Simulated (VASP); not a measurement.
# MgO (P6_3/mmc) in VASP: a series of runs, part 2 of 2

VASP 6.6.1.

## Step 3: Single point, PBE (strain +0.015 along x and y, -0.030 along z)

INCAR

```
SYSTEM = MgO
PREC     = Accurate       ! precision mode
ENCUT    = 520            ! plane-wave cutoff, eV
EDIFF    = 1E-6           ! SCF threshold, eV
ISMEAR   = 0              ! smearing method
SIGMA    = 0.05           ! smearing width, eV
LREAL    = .FALSE.        ! projectors in reciprocal space
LASPH    = .TRUE.         ! aspherical terms in the spheres
NELM     = 100            ! most SCF steps
ALGO     = Normal         ! electronic algorithm
ISIF     = 2              ! what is computed and relaxed
LWAVE    = .FALSE.        ! write WAVECAR
LCHARG   = .FALSE.        ! write CHGCAR
GGA      = PE             ! functional
NBANDS   = 16             ! bands
```

KPOINTS

```
regular mesh
0
G
  6 6 6
  0 0 0
```

POSCAR

```
MgO
1.0
    3.5386735306      0.0000000000      0.0000000000
   -1.7693367653      3.0645811732      0.0000000000
    0.0000000000      0.0000000000      4.0526999834
Mg O
2 2
Direct
    0.6666666667      0.3333333333      0.7500000000
    0.3333333333      0.6666666667      0.2500000000
    0.6666666667      0.3333333333      0.2500000000
    0.3333333333      0.6666666667      0.7500000000
```

Potentials or basis: VASP PAW PBE potentials, release 64 (Mg, O).

Run with:

```console
$ cat potpaw_PBE.64/Mg/POTCAR potpaw_PBE.64/O/POTCAR > POTCAR
$ mpirun -np 1 vasp_std > vasp.out
```

OUTCAR:

```text
SYSTEM = MgO
   PREC = Accurate
   ENCUT = 520
   EDIFF = 1E-6
   ISMEAR = 0
   LREAL = .FALSE.
   LASPH = .TRUE.
   NELM = 100
   ISIF = 2
   GGA = PE

 ion  position               nearest neighbor table
   1  0.667  0.333  0.750-   3 2.03   3 2.03   4 2.04   4 2.04   4 2.04   2 2.88   2 2.88   2 2.88
                             2 2.88   2 2.88   2 2.88
   2  0.333  0.667  0.250-   4 2.03   4 2.03   3 2.04   3 2.04   3 2.04   1 2.88   1 2.88   1 2.88
                             1 2.88   1 2.88   1 2.88
   3  0.667  0.333  0.250-   1 2.03   1 2.03   2 2.04   2 2.04   2 2.04
   4  0.333  0.667  0.750-   2 2.03   2 2.03   1 2.04   1 2.04   1 2.04

  LATTYP: Found a hexagonal cell.
 ALAT       =     3.5386735306
 C/A-ratio  =     1.1452596427

  Lattice vectors:

 A1 = (   3.5386735306,   0.0000000000,   0.0000000000)
 A2 = (  -1.7693367653,   3.0645811732,   0.0000000000)
 A3 = (   0.0000000000,   0.0000000000,   4.0526999834)

Analysis of symmetry for initial positions (statically):
=====================================================================
 Subroutine PRICEL returns:
 Original cell was already a primitive cell.

 Routine SETGRP: Setting up the symmetry group for a
 hexagonal supercell.

 Subroutine GETGRP returns: Found 24 space group operations
 (whereof 12 operations were pure point group operations)
 out of a pool of 24 trial point group operations.

The static configuration has the point symmetry D_3d.
 The point group associated with its full space group is D_6h.

Analysis of symmetry for dynamics (positions and initial velocities):
=====================================================================
 Subroutine PRICEL returns:
 Original cell was already a primitive cell.

 Routine SETGRP: Setting up the symmetry group for a
 hexagonal supercell.

 Subroutine GETGRP returns: Found 24 space group operations
 (whereof 12 operations were pure point group operations)
 out of a pool of 24 trial point group operations.

The dynamic configuration has the point symmetry D_3d.
 The point group associated with its full space group is D_6h.

 Subroutine INISYM returns: Found 24 space group operations
 (whereof 12 operations are pure point group operations),
 and found     1 'primitive' translations

----------------------------------------------------------------------------------------

                                     Primitive cell

  volume of cell :      43.9497

  direct lattice vectors                    reciprocal lattice vectors
     3.538673531  0.000000000  0.000000000     0.282591765  0.163154432  0.000000000
    -1.769336765  3.064581173  0.000000000     0.000000000  0.326308864  0.000000000
     0.000000000  0.000000000  4.052699983     0.000000000  0.000000000  0.246749082

  length of vectors
     3.538673531  3.538673531  4.052699983     0.326308864  0.326308864  0.246749082

  position of ions in fractional coordinates (direct lattice)
     0.666666667  0.333333333  0.750000000
     0.333333333  0.666666667  0.250000000
     0.666666667  0.333333333  0.250000000
     0.333333333  0.666666667  0.750000000

  ion indices of the primitive-cell ions
   primitive index   ion index
                 1           1
                 2           2
                 3           3
                 4           4

----------------------------------------------------------------------------------------

 KPOINTS: regular mesh

[... 29 lines left out ...]
  0.333333  0.166667  0.000000     12.000000
[... 16 lines left out ...]
  0.166667  0.000000  0.500000      6.000000
  0.333333 -0.000000  0.500000      6.000000
 [... further k-points ...]
   k-points           NKPTS =     28   k-points in BZ     NKDIM =     28   number of bands    NBANDS=     16
   number of dos      NEDOS =    301   number of ions     NIONS =      4
   total plane-waves  NPLWV =  23520
   dimension x,y,z NGX =    28 NGY =   28 NGZ =   30
   dimension x,y,z NGXF=    56 NGYF=   56 NGZF=   60
   ions per type =               2   2
   NGX,Y,Z   is equivalent  to a cutoff of  13.15, 13.15, 12.31 a.u.
   NGXF,Y,Z  is equivalent  to a cutoff of  26.31, 26.31, 24.61 a.u.
 SYSTEM =  MgO
   PREC   = accura    normal or accurate (medium, high low for compatibility)
   ISTART =      0    job   : 0-new  1-cont  2-samecut
   ICHARG =      2    charge: 1-file 2-atom 10-const
   ISPIN  =      1    spin polarized calculation?
   LNONCOLLINEAR =      F non collinear calculations
   LSORBIT =      F    spin-orbit coupling
   LASPH  =      T    aspherical Exc in radial PAW
   ENCUT  =  520.0 eV  38.22 Ry    6.18 a.u.   6.58  6.58  7.54*2*pi/ulx,y,z
   NELM   =    100;   NELMIN=  2; NELMDL= -5     # of ELM steps
   EDIFF  = 0.1E-05   stopping-criterion for ELM
   LREAL  =      F    real-space projection
   EDIFFG = 0.1E-04   stopping-criterion for IOM
   NSW    =      0    number of steps for IOM
   IBRION =     -1    ionic relax: 0-MD 1-quasi-New 2-CG
   NFREE  =      0    steps in history (QN), initial steepest desc. (CG)
   ISIF   =      2    stress and relaxation
   ISYM   =      2    0-nonsym 1-usesym 2-fastsym
   POTIM  = 0.5000    time-step for ionic-motion
   TEBEG  =    0.0;   TEEND  =   0.0 temperature during run
   PSTRESS=    0.0 pullay stress
   NELECT =      16.0000    total number of electrons
   NUPDOWN=      -1.0000    fix difference up-down
   EMIN   =  10.00;   EMAX   =-10.00  energy-range for DOS
   EFERMI =   0.00;   METHOD = LEGACY
   ISMEAR =     0;   SIGMA  =   0.05  broadening in eV -4-tet -1-fermi 0-gaus
   EFERMI_NEDOS =   21; number of points for ismear=-14 and -15
   IALGO  =     38    algorithm
   IMIX   =      4    mixing-type and parameters
     AMIX     =   0.40;   BMIX     =  1.00
     AMIX_MAG =   1.60;   BMIX_MAG =  1.00
  volume/ion in A,a.u.               =      10.99        74.15
  Fermi-wavevector in a.u.,A,eV,Ry     =   1.168951  2.208996 18.591617  1.366445
  Thomas-Fermi vector in A             =   2.305430
   LORBIT       =      0    0 simple, 1 ext, 2 COOP (PROOUT), +10 PAW based schemes
   GGA     = PE    functional components
   LHFCALC =     F    Hartree Fock is set to
   AEXX    =    0.0000 exact exchange contribution
   IVDW    =     0    specifies the selected vdW correction
   LEPSILON=     F    determine dielectric tensor
   LRPA    =     F    only Hartree local field effects (RPA)
 non-spin polarized calculation
 Gauss-broadening in eV      SIGMA  =   0.05
  energy-cutoff  :      520.00
  volume of cell :       43.95
 maximum number of plane-waves:      1215
 NGX is ok and might be reduce to    28
   NGX = 13   NGY = 13   NGZ = 15

 number of electron      15.9999990 magnetization

 Free energy of the ion-electron system (eV)
  ---------------------------------------------------
  ext. energy  EPLUGINS =         0.00000000
  ---------------------------------------------------
  free energy    TOTEN  =       -23.61034999 eV

  energy without entropy =      -23.61034999  energy(sigma->0) =      -23.61034999

 E-fermi :   2.1807     XC(G=0): -10.0608

 val. band max:        1.9265302217   @ k =   0.0000   0.0000   0.0000
 cond. band min:       5.4228778480   @ k =   0.0000   0.0000   0.0000
 fundamental gap:      3.4963476263
 Fermi energy:         2.1807176590

 k-point     1 :       0.0000    0.0000    0.0000
  band No.  band energies     occupation
      1     -14.9612      2.00000
      2     -13.4904      2.00000
      3      -1.5507      2.00000
      4       0.1823      2.00000
      5       0.1823      2.00000
      6       1.2401      2.00000
[... 433 lines left out ...]
      3      -1.6293      2.00000
      4      -1.6293      2.00000
      5       0.5022      2.00000
      6       0.5022      2.00000
[... 8 lines left out ...]
     15      17.3892      0.00000
     16      17.3892      0.00000

 [... further k-points ...]

------------------------ aborting loop because EDIFF is reached ----------------------------------------

  FORCE on cell =-STRESS in cart. coord.  units (eV):
  Direction    XX          YY          ZZ          XY          YZ          ZX
  --------------------------------------------------------------------------------------
  -------------------------------------------------------------------------------------
  Total        0.4202895      0.4202895      3.2852416      0.0000000     -0.0000000      0.0000000
  in kB       15.3215612     15.3215612    119.7627643      0.0000000     -0.0000000      0.0000000
  external PRESSURE =      50.1352955 kB  Pullay stress =       0.0000000 kB

 VOLUME and BASIS-vectors are now :
 -----------------------------------------------------------------------------
  energy-cutoff  :      520.00
  volume of cell :       43.95
      direct lattice vectors                 reciprocal lattice vectors
     3.538673531  0.000000000  0.000000000     0.282591765  0.163154432  0.000000000
    -1.769336765  3.064581173  0.000000000     0.000000000  0.326308864  0.000000000
     0.000000000  0.000000000  4.052699983     0.000000000  0.000000000  0.246749082

 POSITION                                       TOTAL-FORCE (eV/Angst)
 -----------------------------------------------------------------------------------
      1.76934      1.02153      3.03952        -0.000000      0.000000      0.000000
     -0.00000      2.04305      1.01317         0.000000     -0.000000      0.000000
      1.76934      1.02153      1.01317        -0.000000      0.000000      0.000000
     -0.00000      2.04305      3.03952        -0.000000      0.000000      0.000000
 -----------------------------------------------------------------------------------
    total drift:                               -0.000000      0.000000     -0.000000

  FREE ENERGIE OF THE ION-ELECTRON SYSTEM (eV)
  ---------------------------------------------------
  free  energy   TOTEN  =       -23.6103499857 eV

  energy  without entropy=      -23.6103499857  energy(sigma->0) =      -23.61034999
```

It took 7.7 s on 1 thread of Intel Xeon 6975P-C (Granite Rapids), shared host; peak memory 0.16 GiB.

Results:

| Property | Result |
| --- | --- |
| Free energy | -23.6103 eV |
| Pressure | 5.0 GPa |
| Band gap on the k mesh | 3.50 eV, direct |

Caveat: the cell differs from its parent crystal (strain +0.015 along x and y, -0.030 along z).

## Step 4: Single point, PBE (strain +0.015 along x and y, -0.015 along z)

INCAR

```
PREC = Accurate
ENCUT = 520
EDIFF = 1E-6
ISMEAR = 0
SIGMA = 0.05
LREAL = F
LASPH = T
NELM = 80
ALGO = Normal
ISIF = 2
LWAVE = F
LCHARG = F
GGA = PE
NBANDS = 16
```

KPOINTS

```
regular mesh
0
Gamma
  6 6 6
```

Changes to POSCAR since step 3:

```diff
@@ -4,3 +4,3 @@
    -1.7693367653      3.0645811732      0.0000000000
-    0.0000000000      0.0000000000      4.0526999834
+    0.0000000000      0.0000000000      4.1153706017
 Mg O
```

Run with:

```console
$ cat potpaw_PBE.64/Mg/POTCAR potpaw_PBE.64/O/POTCAR > POTCAR
$ mpirun -np 1 vasp_std > vasp.out
```

Run time: 7.9 s. Hardware: 1 thread of Intel Xeon 6975P-C (Granite Rapids), shared host; peak memory 0.17 GiB.

The run converged. Its results:

* Free energy: -23.6506 eV
* Pressure: 2.4 GPa
* Band gap on the k mesh: 3.40 eV, direct

Stress tensor (GPa, compression positive):
```
0.28 0.00 0.00
0.00 0.28 0.00
0.00 0.00 6.64
```

Levels at points of the mesh, in eV from the valence-band top:
```
           k point  band 4  band 5  band 6  band 7  band 8  band 9  band 10  band 11  band 12  band 13
(0.00, 0.00, 0.00)   -1.71   -1.71   -0.71   -0.71    0.00    3.40     9.53    12.30    12.30    12.46
(0.50, 0.00, 0.00)   -2.32   -2.28   -1.80   -1.25   -0.40    6.93     9.03    10.09    12.01    13.00
(0.00, 0.00, 0.50)   -2.38   -1.23   -1.23   -1.23   -1.23    6.46     6.46    12.65    12.65    12.65
(0.50, 0.00, 0.50)   -3.79   -1.48   -1.48   -0.73   -0.73    7.34     7.34    11.89    11.89    13.93
```

Caveat: the cell differs from its parent crystal (strain +0.015 along x and y, -0.015 along z).

## Step 5: Single point, PBE (strain +0.000 along x and y, +0.030 along z)

INCAR

```
ALGO = Normal
EDIFF = 1E-6
ENCUT = 520
GGA = PE
ISIF = 2
ISMEAR = 0
LASPH = True
LCHARG = False
LREAL = False
LWAVE = False
NBANDS = 16
NELM = 100
PREC = Accurate
SIGMA = 0.05
```

KPOINTS

```
k-points
0
Gamma
  6 6 6
```

POSCAR

```
MgO
1.0
    3.4863778627      0.0000000000      0.0000000000
   -1.7431889314      3.0192917963      0.0000000000
    0.0000000000      0.0000000000      4.3033824566
Mg O
2 2
Direct
    0.6666666667      0.3333333333      0.7500000000
    0.3333333333      0.6666666667      0.2500000000
    0.6666666667      0.3333333333      0.2500000000
    0.3333333333      0.6666666667      0.7500000000
```

Run with:

```console
$ cat potpaw_PBE.64/Mg/POTCAR potpaw_PBE.64/O/POTCAR > POTCAR
$ mpirun -np 1 vasp_std > vasp.out
```

It took 8.1 s on 1 thread of Intel Xeon 6975P-C (Granite Rapids), shared host; peak memory 0.16 GiB.

The run converged. Its results:

```yaml
Free_energy: -23.6657 eV
Pressure: 0.1 GPa
Band_gap_on_the_k_mesh: 3.25 eV, direct
```

Stress tensor (GPa, compression positive):
```
 1.40  0.00  0.00
 0.00  1.40  0.00
 0.00  0.00 -2.49
```

Levels at points of the mesh, in eV from the valence-band top:
```csv
k point,band 5,band 6,band 7,band 8,band 9,band 10,band 11,band 12
"(0.00, 0.00, 0.00)",-1.68,-0.84,-0.84,0.00,3.25,9.12,11.72,12.50
"(0.50, 0.00, 0.00)",-2.26,-2.05,-1.27,-0.61,6.94,8.70,9.54,11.73
"(0.00, 0.00, 0.50)",-1.27,-1.27,-1.27,-1.27,6.24,6.24,12.87,12.87
"(0.50, 0.00, 0.50)",-1.52,-1.52,-0.84,-0.84,7.17,7.17,11.56,11.56
```

Caveat: the cell differs from its parent crystal (strain +0.000 along x and y, +0.030 along z).

## Step 6: Single point, PBE (strain +0.030 along x and y, -0.030 along z)

INCAR

```
SYSTEM = MgO
PREC = Accurate
ENCUT = 520
EDIFF = 1E-6
ISMEAR = 0
SIGMA = 0.05
LREAL = .FALSE.
LASPH = .TRUE.
NELM = 60
ALGO = Normal
ISIF = 2
LWAVE = .FALSE.
LCHARG = .FALSE.
GGA = PE
NBANDS = 16
```

KPOINTS

```
Automatic mesh
0
G
  6 6 6
  0 0 0
```

POSCAR

```
MgO
1.0
    3.5909691986      0.0000000000      0.0000000000
   -1.7954845993      3.1098705502      0.0000000000
    0.0000000000      0.0000000000      4.0526999834
Mg O
2 2
Direct
    0.6666666667      0.3333333333      0.7500000000
    0.3333333333      0.6666666667      0.2500000000
    0.6666666667      0.3333333333      0.2500000000
    0.3333333333      0.6666666667      0.7500000000
```

Potentials or basis: VASP PAW PBE potentials, release 64 (Mg, O).

Run with:

```console
$ cat potpaw_PBE.64/Mg/POTCAR potpaw_PBE.64/O/POTCAR > POTCAR
$ mpirun -np 1 vasp_std > vasp.out
```

It took 7.6 s on 1 thread of Intel Xeon 6975P-C (Granite Rapids), shared host; peak memory 0.16 GiB.

The run converged. Its results:

```yaml
Free_energy: -23.6083 eV
Pressure: 1.5 GPa
Band_gap_on_the_k_mesh: 3.38 eV, direct
```

Stress tensor (GPa, compression positive):
```
-2.42  0.00  0.00
 0.00 -2.42  0.00
 0.00  0.00  9.26
```

Levels at points of the mesh, in eV from the valence-band top:
```tsv
k point	band 5	band 6	band 7	band 8	band 9	band 10	band 11	band 12
(0.00, 0.00, 0.00)	-1.68	-0.60	-0.60	0.00	3.38	9.60	12.08	12.08
(0.50, 0.00, 0.00)	-2.19	-1.63	-1.19	-0.27	6.88	8.97	10.33	11.91
(0.00, 0.00, 0.50)	-1.16	-1.16	-1.16	-1.16	6.46	6.46	12.43	12.43
(0.50, 0.00, 0.50)	-1.41	-1.41	-0.65	-0.65	7.35	7.35	11.81	11.81
```

Caveat: the cell differs from its parent crystal (strain +0.030 along x and y, -0.030 along z).

## Step 7: The runs side by side

| cell | gap on the mesh (eV) | pressure (GPa) |
| --- | --- | --- |
| a = 3.486, b = 3.486, c = 4.241 Å, angles 90.0, 90.0, 120.0°, 4 atoms | 3.34 | 1.9 |
| a = 3.539, b = 3.539, c = 4.053 Å, angles 90.0, 90.0, 120.0°, 4 atoms | 3.50 | 5.0 |
| a = 3.539, b = 3.539, c = 4.115 Å, angles 90.0, 90.0, 120.0°, 4 atoms | 3.40 | 2.4 |
| a = 3.486, b = 3.486, c = 4.303 Å, angles 90.0, 90.0, 120.0°, 4 atoms | 3.25 | 0.1 |
| a = 3.591, b = 3.591, c = 4.053 Å, angles 90.0, 90.0, 120.0°, 4 atoms | 3.38 | 1.5 |

Alike in all rows: task single point; level PBE; potentials or basis VASP PAW PBE potentials, release 64 (Mg, O); no spin polarisation; k mesh 6 × 6 × 6; cutoff (eV) 520; smearing gaussian 0.05 eV.

Total energies depend on the potentials used, so only differences within one code and one set of settings carry meaning.
